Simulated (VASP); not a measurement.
# CdSe (Fm-3m) in VASP: a series of runs

Aim: see how the results for CdSe move with the level of theory and the settings. Levels: PBE, PBE+D3(BJ), PBE+D4, r2SCAN. Tasks: single point, relaxation of cell and atoms.

All numbers are computed with VASP 6.6.1; they aren't measurements. Logs are shortened: lines on timing, memory, paths and dates and some standing lists are left out, and cuts for length are marked.

## (1) The cell of the first run

It takes space group Fm-3m (No. 225, cubic). Conventional cell: a = 5.748 Å, b = 5.748 Å, c = 5.748 Å, α = 90.00°, β = 90.00°, γ = 90.00°. Within 3.8 Å of Cd (site symmetry m-3m) lie 6 Se at 2.87 Å. Se (site symmetry m-3m) has 6 Cd at 2.87 Å within 3.8 Å.

## (2) Single point, PBE

The input, INCAR:

```
SYSTEM = CdSe
PREC = Accurate
ENCUT = 520
EDIFF = 1E-6
ISMEAR = 0
SIGMA = 0.024
LREAL = .False.
LASPH = .True.
NELM = 80
ALGO = Normal
ISIF = 2
LWAVE = .False.
LCHARG = .False.
GGA = PE
NBANDS = 16
```

The input, KPOINTS:

```
Automatic mesh
0
Gamma
  8 8 8
  0 0 0
```

The input, POSCAR:

```
CdSe
1.0
    0.0000000000      2.8739580000      2.8739580000
    2.8739580000      0.0000000000      2.8739580000
    2.8739580000      2.8739580000      0.0000000000
Cd Se
1 1
Direct
    0.0000000000      0.0000000000      0.0000000000
    0.5000000000      0.5000000000      0.5000000000
```

Potentials or basis: VASP PAW PBE potentials, release 64 (Cd, Se).

On the command line:

```bash
$ cat potpaw_PBE.64/Cd/POTCAR potpaw_PBE.64/Se/POTCAR > POTCAR
$ mpirun -np 1 vasp_std > vasp.out
```

OUTCAR:

```text
SYSTEM = CdSe
   PREC = Accurate
   ENCUT = 520
   EDIFF = 1E-6
   ISMEAR = 0
   LREAL = .False.
   LASPH = .True.
   NELM = 80
   ISIF = 2
   GGA = PE

 ion  position               nearest neighbor table
   1  0.000  0.000  0.000-   2 2.87   2 2.87   2 2.87   2 2.87   2 2.87   2 2.87
   2  0.500  0.500  0.500-   1 2.87   1 2.87   1 2.87   1 2.87   1 2.87   1 2.87

  LATTYP: Found a face centered cubic cell.
 ALAT       =     5.7479160000

  Lattice vectors:

 A1 = (   0.0000000000,   2.8739580000,   2.8739580000)
 A2 = (   2.8739580000,   0.0000000000,   2.8739580000)
 A3 = (   2.8739580000,   2.8739580000,   0.0000000000)

Analysis of symmetry for initial positions (statically):
=====================================================================
 Subroutine PRICEL returns:
 Original cell was already a primitive cell.

 Routine SETGRP: Setting up the symmetry group for a
 face centered cubic supercell.

 Subroutine GETGRP returns: Found 48 space group operations
 (whereof 48 operations were pure point group operations)
 out of a pool of 48 trial point group operations.

The static configuration has the point symmetry O_h .

Analysis of symmetry for dynamics (positions and initial velocities):
=====================================================================
 Subroutine PRICEL returns:
 Original cell was already a primitive cell.

 Routine SETGRP: Setting up the symmetry group for a
 face centered cubic supercell.

 Subroutine GETGRP returns: Found 48 space group operations
 (whereof 48 operations were pure point group operations)
 out of a pool of 48 trial point group operations.

The dynamic configuration has the point symmetry O_h .

 Subroutine INISYM returns: Found 48 space group operations
 (whereof 48 operations are pure point group operations),
 and found     1 'primitive' translations

----------------------------------------------------------------------------------------

                                     Primitive cell

  volume of cell :      47.4757

  direct lattice vectors                    reciprocal lattice vectors
     0.000000000  2.873958000  2.873958000    -0.173976098  0.173976098  0.173976098
     2.873958000  0.000000000  2.873958000     0.173976098 -0.173976098  0.173976098
     2.873958000  2.873958000  0.000000000     0.173976098  0.173976098 -0.173976098

  length of vectors
     4.064390381  4.064390381  4.064390381     0.301335442  0.301335442  0.301335442

  position of ions in fractional coordinates (direct lattice)
     0.000000000  0.000000000  0.000000000
     0.500000000  0.500000000  0.500000000

  ion indices of the primitive-cell ions
   primitive index   ion index
                 1           1
                 2           2

----------------------------------------------------------------------------------------

 KPOINTS: Automatic mesh

Automatic generation of k-mesh.
 Grid dimensions read from file:
 generate k-points for:    8    8    8

 Generating k-lattice:

  Cartesian coordinates                     Fractional coordinates (reciprocal lattice)
    -0.021747012  0.021747012  0.021747012     0.125000000  0.000000000  0.000000000
     0.021747012 -0.021747012  0.021747012     0.000000000  0.125000000  0.000000000
     0.021747012  0.021747012 -0.021747012     0.000000000  0.000000000  0.125000000

  Length of vectors
     0.037666930  0.037666930  0.037666930

  Shift w.r.t. Gamma in fractional coordinates (k-lattice)
     0.000000000  0.000000000  0.000000000

 Subroutine IBZKPT returns following result:
 ===========================================

 Found     29 irreducible k-points:

 Following reciprocal coordinates:
            Coordinates               Weight
  0.000000  0.000000  0.000000      1.000000
  0.125000  0.000000  0.000000      8.000000
  0.250000  0.000000  0.000000      8.000000
  0.375000  0.000000  0.000000      8.000000
  0.500000  0.000000  0.000000      4.000000
  0.125000  0.125000  0.000000      6.000000
[... 16 lines left out ...]
  0.500000  0.250000  0.125000     48.000000
 -0.375000  0.250000  0.125000     24.000000
 [... further k-points ...]
   k-points           NKPTS =     29   k-points in BZ     NKDIM =     29   number of bands    NBANDS=     16
   number of dos      NEDOS =    301   number of ions     NIONS =      2
   total plane-waves  NPLWV =  27000
   dimension x,y,z NGX =    30 NGY =   30 NGZ =   30
   dimension x,y,z NGXF=    60 NGYF=   60 NGZF=   60
   ions per type =               1   1
   NGX,Y,Z   is equivalent  to a cutoff of  12.27, 12.27, 12.27 a.u.
   NGXF,Y,Z  is equivalent  to a cutoff of  24.54, 24.54, 24.54 a.u.
 SYSTEM =  CdSe
   PREC   = accura    normal or accurate (medium, high low for compatibility)
   ISTART =      0    job   : 0-new  1-cont  2-samecut
   ICHARG =      2    charge: 1-file 2-atom 10-const
   ISPIN  =      1    spin polarized calculation?
   LNONCOLLINEAR =      F non collinear calculations
   LSORBIT =      F    spin-orbit coupling
   LASPH  =      T    aspherical Exc in radial PAW
   ENCUT  =  520.0 eV  38.22 Ry    6.18 a.u.   7.56  7.56  7.56*2*pi/ulx,y,z
   NELM   =     80;   NELMIN=  2; NELMDL= -5     # of ELM steps
   EDIFF  = 0.1E-05   stopping-criterion for ELM
   LREAL  =      F    real-space projection
   EDIFFG = 0.1E-04   stopping-criterion for IOM
   NSW    =      0    number of steps for IOM
   IBRION =     -1    ionic relax: 0-MD 1-quasi-New 2-CG
   NFREE  =      0    steps in history (QN), initial steepest desc. (CG)
   ISIF   =      2    stress and relaxation
   ISYM   =      2    0-nonsym 1-usesym 2-fastsym
   POTIM  = 0.5000    time-step for ionic-motion
   TEBEG  =    0.0;   TEEND  =   0.0 temperature during run
   PSTRESS=    0.0 pullay stress
   NELECT =      18.0000    total number of electrons
   NUPDOWN=      -1.0000    fix difference up-down
   EMIN   =  10.00;   EMAX   =-10.00  energy-range for DOS
   EFERMI =   0.00;   METHOD = LEGACY
   ISMEAR =     0;   SIGMA  =   0.02  broadening in eV -4-tet -1-fermi 0-gaus
   EFERMI_NEDOS =   21; number of points for ismear=-14 and -15
   IALGO  =     38    algorithm
   IMIX   =      4    mixing-type and parameters
     AMIX     =   0.40;   BMIX     =  1.00
     AMIX_MAG =   1.60;   BMIX_MAG =  1.00
  volume/ion in A,a.u.               =      23.74       160.19
  Fermi-wavevector in a.u.,A,eV,Ry     =   1.184882  2.239103 19.101849  1.403946
  Thomas-Fermi vector in A             =   2.321088
   LORBIT       =      0    0 simple, 1 ext, 2 COOP (PROOUT), +10 PAW based schemes
   GGA     = PE    functional components
   LHFCALC =     F    Hartree Fock is set to
   AEXX    =    0.0000 exact exchange contribution
   IVDW    =     0    specifies the selected vdW correction
   LEPSILON=     F    determine dielectric tensor
   LRPA    =     F    only Hartree local field effects (RPA)
 non-spin polarized calculation
 Gauss-broadening in eV      SIGMA  =   0.02
  energy-cutoff  :      520.00
  volume of cell :       47.48
 maximum number of plane-waves:      1303
   NGX = 15   NGY = 15   NGZ = 15

 number of electron      18.0000008 magnetization

 Free energy of the ion-electron system (eV)
  ---------------------------------------------------
  ext. energy  EPLUGINS =         0.00000000
  ---------------------------------------------------
  free energy    TOTEN  =        -5.20391227 eV

  energy without entropy =       -5.20358367  energy(sigma->0) =       -5.20374797

 E-fermi :   2.2715     XC(G=0):  -9.9994

 val. band max:        2.2519964626   @ k =  -0.2500   0.1250   0.0000
 cond. band min:       2.3439249403   @ k =   0.0000   0.0000   0.0000
 fundamental gap:      0.0919284777
 Fermi energy:         2.2715437979

 k-point     1 :       0.0000    0.0000    0.0000
  band No.  band energies     occupation
      1     -10.6165      2.00000
      2      -5.6585      2.00000
      3      -5.6585      2.00000
      4      -5.6426      2.00000
      5      -5.6426      2.00000
      6      -5.6426      2.00000
[... 8 lines left out ...]
     15      12.0245      0.00000
     16      12.0245      0.00000

 k-point     2 :       0.1250    0.0000    0.0000
  band No.  band energies     occupation
      1     -10.5060      2.00000
      2      -5.6898      2.00000
      3      -5.6898      2.00000
      4      -5.6515      2.00000
      5      -5.6245      2.00000
      6      -5.6245      2.00000
[... 8 lines left out ...]
     15      11.6495      0.00000
     16      11.8523      0.00000

 k-point     3 :       0.2500    0.0000    0.0000
  band No.  band energies     occupation
      1     -10.2134      2.00000
      2      -5.7675      2.00000
      3      -5.7675      2.00000
      4      -5.6839      2.00000
      5      -5.5763      2.00000
      6      -5.5763      2.00000
[... 8 lines left out ...]
     15      12.4696      0.00000
     16      12.4696      0.00000

 k-point     4 :       0.3750    0.0000    0.0000
  band No.  band energies     occupation
      1      -9.8721      2.00000
      2      -5.8431      2.00000
      3      -5.8431      2.00000
      4      -5.7447      2.00000
      5      -5.5271      2.00000
      6      -5.5271      2.00000
[... 8 lines left out ...]
     15      13.8961      0.00000
     16      13.8961      0.00000

 k-point     5 :       0.5000    0.0000    0.0000
  band No.  band energies     occupation
      1      -9.7106      2.00000
      2      -5.8738      2.00000
      3      -5.8738      2.00000
      4      -5.7853      2.00000
      5      -5.5066      2.00000
      6      -5.5066      2.00000
[... 8 lines left out ...]
     15      15.1246      0.00000
     16      15.1246      0.00000

 k-point     6 :       0.1250    0.1250    0.0000
  band No.  band energies     occupation
      1     -10.4744      2.00000
      2      -5.7257      2.00000
      3      -5.6578      2.00000
      4      -5.6474      2.00000
      5      -5.6225      2.00000
      6      -5.6225      2.00000
[... 8 lines left out ...]
     15      13.2888      0.00000
     16      13.2888      0.00000

 k-point     7 :       0.2500    0.1250    0.0000
  band No.  band energies     occupation
      1     -10.2574      2.00000
      2      -5.7770      2.00000
      3      -5.6871      2.00000
      4      -5.6741      2.00000
      5      -5.5925      2.00000
      6      -5.5720      2.00000
[... 8 lines left out ...]
     15      13.3492      0.00000
     16      13.5205      0.00000

 k-point     8 :       0.3750    0.1250    0.0000
  band No.  band energies     occupation
      1      -9.9501      2.00000
      2      -5.8037      2.00000
      3      -5.7658      2.00000
      4      -5.7043      2.00000
      5      -5.5473      2.00000
      6      -5.5205      2.00000
[... 8 lines left out ...]
     15      13.9327      0.00000
     16      14.6088      0.00000

 k-point     9 :       0.5000    0.1250    0.0000
  band No.  band energies     occupation
      1      -9.7334      2.00000
      2      -5.8336      2.00000
      3      -5.7883      2.00000
      4      -5.7475      2.00000
      5      -5.5071      2.00000
      6      -5.5015      2.00000
[... 8 lines left out ...]
     15      15.0817      0.00000
     16      15.2533      0.00000
[... 172 lines left out ...]
 k-point    19 :       0.5000    0.3750    0.0000
  band No.  band energies     occupation
      1      -9.8281      2.00000
      2      -5.7302      2.00000
      3      -5.6256      2.00000
      4      -5.4940      2.00000
      5      -5.4691      2.00000
      6      -5.1409      2.00000
[... 8 lines left out ...]
     15      16.3800      0.00000
     16      17.1076      0.00000

 k-point    20 :      -0.3750    0.3750    0.0000
  band No.  band energies     occupation
      1      -9.7518      2.00000
      2      -5.7106      2.00000
      3      -5.7086      2.00000
      4      -5.5445      2.00000
      5      -5.4806      2.00000
      6      -5.1817      2.00000
[... 8 lines left out ...]
     15      14.7522      0.00000
     16      17.1068      0.00000

 k-point    21 :       0.5000    0.5000    0.0000
  band No.  band energies     occupation
      1      -9.8451      2.00000
      2      -5.7463      2.00000
      3      -5.5828      2.00000
      4      -5.4568      2.00000
      5      -5.4568      2.00000
      6      -4.9780      2.00000
[... 8 lines left out ...]
     15      16.5778      0.00000
     16      17.1335      0.00000

 k-point    22 :       0.3750    0.2500    0.1250
  band No.  band energies     occupation
      1     -10.0481      2.00000
      2      -5.7755      2.00000
      3      -5.7146      2.00000
      4      -5.6814      2.00000
      5      -5.5619      2.00000
      6      -5.5184      2.00000
[... 8 lines left out ...]
     15      14.7005      0.00000
     16      14.9263      0.00000

 k-point    23 :       0.5000    0.2500    0.1250
  band No.  band energies     occupation
      1      -9.8218      2.00000
      2      -5.7885      2.00000
      3      -5.7164      2.00000
      4      -5.6774      2.00000
      5      -5.5206      2.00000
      6      -5.4621      2.00000
[... 8 lines left out ...]
     15      14.8875      0.00000
     16      15.4955      0.00000

 k-point    24 :      -0.3750    0.2500    0.1250
  band No.  band energies     occupation
      1      -9.7224      2.00000
      2      -5.8143      2.00000
      3      -5.6920      2.00000
      4      -5.6722      2.00000
      5      -5.4965      2.00000
      6      -5.4364      2.00000
[... 8 lines left out ...]
     15      13.3897      0.00000
     16      16.1666      0.00000

 [... further k-points ...]

------------------------ aborting loop because EDIFF is reached ----------------------------------------

  FORCE on cell =-STRESS in cart. coord.  units (eV):
  Direction    XX          YY          ZZ          XY          YZ          ZX
  --------------------------------------------------------------------------------------
  -------------------------------------------------------------------------------------
  Total       -0.0038703     -0.0038703     -0.0038703     -0.0000000     -0.0000000      0.0000000
  in kB       -0.1306137     -0.1306137     -0.1306137     -0.0000000     -0.0000000      0.0000000
  external PRESSURE =      -0.1306137 kB  Pullay stress =       0.0000000 kB

 VOLUME and BASIS-vectors are now :
 -----------------------------------------------------------------------------
  energy-cutoff  :      520.00
  volume of cell :       47.48
      direct lattice vectors                 reciprocal lattice vectors
     0.000000000  2.873958000  2.873958000    -0.173976098  0.173976098  0.173976098
     2.873958000  0.000000000  2.873958000     0.173976098 -0.173976098  0.173976098
     2.873958000  2.873958000  0.000000000     0.173976098  0.173976098 -0.173976098

 POSITION                                       TOTAL-FORCE (eV/Angst)
 -----------------------------------------------------------------------------------
      0.00000      0.00000      0.00000        -0.000000     -0.000000     -0.000000
      2.87396      2.87396      2.87396         0.000000      0.000000      0.000000
 -----------------------------------------------------------------------------------
    total drift:                               -0.000000      0.000000      0.000000

  FREE ENERGIE OF THE ION-ELECTRON SYSTEM (eV)
  ---------------------------------------------------
  free  energy   TOTEN  =        -5.2039122744 eV

  energy  without entropy=       -5.2035836677  energy(sigma->0) =       -5.20374797
```

Run time: 23 s. Hardware: 1 thread of AMD EPYC 7R13 (Zen 3), shared host; peak memory 0.14 GiB.

Results:

```
Free energy            : -5.2039 eV
Pressure               : 0.0 GPa
Band gap on the k mesh : zero (band 9 reaches 2.25 eV, above the bottom of band 10 at 1.81 eV)
```

## (3) Single point, PBE

The input, INCAR:

```
SYSTEM = CdSe
ALGO = Normal
EDIFF = 1E-6
ENCUT = 520
GGA = PE
ISIF = 2
ISMEAR = 0
LASPH = .TRUE.
LCHARG = .TRUE.
LELF = .TRUE.
LREAL = .FALSE.
LVHAR = .TRUE.
LWAVE = .FALSE.
NBANDS = 16
NELM = 80
PREC = Accurate
SIGMA = 0.027000000000000003
```

The input, KPOINTS:

```
k-points
0
G
  8 8 8
  0 0 0
```

POSCAR is that of step 2.

Potentials or basis: VASP PAW PBE potentials, release 64 (Cd, Se).

On the command line:

```bash
$ cat potpaw_PBE.64/Cd/POTCAR potpaw_PBE.64/Se/POTCAR > POTCAR
$ mpirun -np 1 vasp_std > vasp.out
```

Wall time 22 s (1 thread of AMD EPYC 7R13 (Zen 3), shared host); peak memory 0.14 GiB.

Results (log left out):

```yaml
Free_energy: -5.2040 eV
Pressure: 0.0 GPa
Band_gap_on_the_k_mesh: zero (band 9 reaches 2.25 eV, above the bottom of band 10 at 1.81 eV)
```

Levels at points of the mesh, in eV from the Fermi level:
| k point | band 7 | band 8 | band 9 | band 10 | band 11 | band 12 |
| --- | --- | --- | --- | --- | --- | --- |
| (0.00, 0.00, 0.00) | -0.61 | -0.61 | -0.61 | 0.07 | 8.64 | 8.64 |
| (0.50, 0.00, 0.00) | -4.93 | -0.06 | -0.06 | 3.02 | 5.26 | 5.26 |
| (0.50, 0.50, 0.00) | -4.08 | -2.05 | -2.05 | -0.46 | 5.46 | 9.70 |

(Part 1 of 2 ends here.)
